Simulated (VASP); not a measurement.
Crystal: AlN.

```
Al N
1.0
     3.12976    0.00000    0.00000
    -1.56488    2.71045    0.00000
     0.00000    0.00000    5.01740
Al N
2 2
Direct
  0.66710 0.33293 0.50002
  0.33293 0.66710 0.00002
  0.66392 0.33604 0.87998
  0.33604 0.66392 0.37998
```

Base run:

```yaml
Program: VASP 6.6.1
Functional: PBE0
Potentials_or_basis: VASP PAW PBE potentials, release 64 (Al, N)
Cutoff: 520 eV
k_mesh: 8 × 8 × 4
Occupations: fermi-dirac, width 0.01 eV
Spin: no spin polarisation
```

Its results: band gap on the k mesh 6.14 eV; pressure -5.3 GPa; largest force 0.232 eV/Å.

**Question.** The run is repeated on the same cell with these changes: functional from PBE0 to PBE; cutoff from 520 eV to 600 eV. What comes out?

**Answer.** Band gap on the k mesh 4.07 eV; pressure -0.2 GPa; largest force 0.228 eV/Å.

Caveats: the cell stands under tension (at least some runs); the PAW data sets were made with another functional, which shifts forces and pressure a little (at least some runs).

